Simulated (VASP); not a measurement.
Crystal: CuSn.

```
Cu Sn
1.0
     4.20067    0.00000    0.00000
    -2.10033    3.63788    0.00000
     0.00000    0.00000    5.06633
Cu Sn
2 2
Direct
  0.00000 0.00000 0.00000
  0.00000 0.00000 0.50000
  0.33333 0.66667 0.25000
  0.66667 0.33333 0.75000
```

- Program: VASP 6.6.1
- Task: relaxation of cell and atoms
- Functional: LDA
- Potentials or basis: VASP PAW LDA potentials, release 64 (Cu, Sn_d)
- Cutoff: 600 eV
- k mesh: 12 × 12 × 8
- Occupations: gaussian, width 0.1 eV
- Spin: no spin polarisation

At the start: pressure -7.0 GPa; volume 19.36 Å³/atom.

**Question.** How do energy, volume and symmetry change on relaxing?

**Answer.** Over 7 steps the energy falls by 37.9 meV/atom and the volume is 17.74 Å³/atom (-8.3 %); space group P6_3/mmc (No. 194, to 0.1 Å) before and after.

Step by step:
```csv
step,energy change (eV),largest force (eV/Å),pressure (GPa),volume (Å³)
1,0.0000,0.0000,-6.99,77.42
2,-0.1179,0.0000,4.11,68.34
3,-0.1513,0.0000,-0.12,71.02
4,-0.1513,0.0000,0.13,70.90
5,-0.1514,0.0000,-0.21,71.04
6,-0.1514,0.0000,-0.12,71.01
7,-0.1515,0.0000,0.02,70.97
```

Final structure:
```cif
data_structure
_symmetry_space_group_name_H-M 'P 1'
_symmetry_Int_Tables_number 1
_cell_length_a 4.0773
_cell_length_b 4.0773
_cell_length_c 4.9295
_cell_angle_alpha 90.000
_cell_angle_beta 90.000
_cell_angle_gamma 120.000
_cell_volume 70.97
loop_
_atom_site_label
_atom_site_type_symbol
_atom_site_fract_x
_atom_site_fract_y
_atom_site_fract_z
_atom_site_occupancy
Cu1 Cu 0.00000 0.00000 0.00000 1
Cu2 Cu 0.00000 0.00000 0.50000 1
Sn1 Sn 0.33333 0.66667 0.25000 1
Sn2 Sn 0.66667 0.33333 0.75000 1
```
